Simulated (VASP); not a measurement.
Wanted: the native input for a VASP 6.6.1 run.

```yaml
Task: density of states
Functional: PBE
Potentials_or_basis: VASP PAW PBE potentials, release 64 (Rb_sv, Ti_sv, F)
Cutoff: 520 eV
k_mesh: 8 × 8 × 8
Occupations: fermi-dirac, width 0.1 eV
Spin: no spin polarisation
Dipole_correction: no
k_mesh_for_the_DOS: 12 × 12 × 12
Occupations_for_the_DOS: tetrahedron
Further_INCAR_settings: ALGO = Normal; EDIFF = 1e-06
```

RbTiF3:

```xyz
5
Lattice="4.0998 0.0000 0.0000 0.0000 4.0998 0.0000 0.0000 0.0000 4.4133" Properties=species:S:1:pos:R:3 pbc="T T T"
Rb    0.0000    0.0000    0.0000
Ti    2.0499    2.0499    2.3174
F     2.0499    2.0499    4.1966
F     2.0499    0.0000    2.0928
F     0.0000    2.0499    2.0928
```

One way to write it, as run:

POSCAR

```
RbTiF3
1.0
    4.0998369600      0.0000000000      0.0000000000
    0.0000000000      4.0998369600      0.0000000000
    0.0000000000      0.0000000000      4.4132615000
Rb Ti F
1 1 3
Direct
    0.0000000000      0.0000000000      0.0000000000
    0.5000000000      0.5000000000      0.5251000000
    0.5000000000      0.5000000000      0.9509000000
    0.5000000000      0.0000000000      0.4742000000
    0.0000000000      0.5000000000      0.4742000000
```

INCAR.step1

```
SYSTEM = RbTiF3
ALGO = Normal ; EDIFF = 1E-6
ENCUT = 520 ; GGA = PE
ISIF = 2 ; ISMEAR = -1
LASPH = .TRUE. ; LCHARG = .TRUE.
LMAXMIX = 4 ; LREAL = .FALSE.
LWAVE = .FALSE. ; NBANDS = 29
NELM = 100 ; PREC = Accurate
SIGMA = 0.1
```

KPOINTS.step1

```
k-points
0
G
  8 8 8
  0 0 0
```

INCAR.step2

```
SYSTEM = RbTiF3
ALGO = Normal ; EDIFF = 1E-6
ENCUT = 520 ; GGA = PE
ICHARG = 11 ; ISIF = 2
ISMEAR = -5 ; LASPH = .TRUE.
LCHARG = .FALSE. ; LMAXMIX = 4
LORBIT = 11 ; LREAL = .FALSE.
LWAVE = .FALSE. ; NEDOS = 2001
NELM = 100 ; PREC = Accurate
SIGMA = 0.1
```

KPOINTS.step2

```
k-points
0
G
  12 12 12
  0 0 0
```

Potentials or basis: VASP PAW PBE potentials, release 64 (Rb_sv, Ti_sv, F).

The run is started by

```bash
$ cat potpaw_PBE.64/Rb_sv/POTCAR potpaw_PBE.64/Ti_sv/POTCAR potpaw_PBE.64/F/POTCAR > POTCAR
$ cp INCAR.step1 INCAR
$ cp KPOINTS.step1 KPOINTS
$ mpirun -np 1 vasp_std > vasp.out
$ cp INCAR.step2 INCAR
$ cp KPOINTS.step2 KPOINTS
$ mpirun -np 1 vasp_std > vasp.out
```

It gave:

The valence electrons inside the program's atomic spheres are Rb 7.33; Ti 10.34; F 6.11.

Caveat: semilocal functionals often make such compounds metallic where correlation or magnetic order opens a gap, which also shifts bond lengths.

It took 5.4 min on 1 thread of AMD EPYC 7R43 64-Core Processor (Zen 3), on a shared host, peak memory 0.41 GiB.
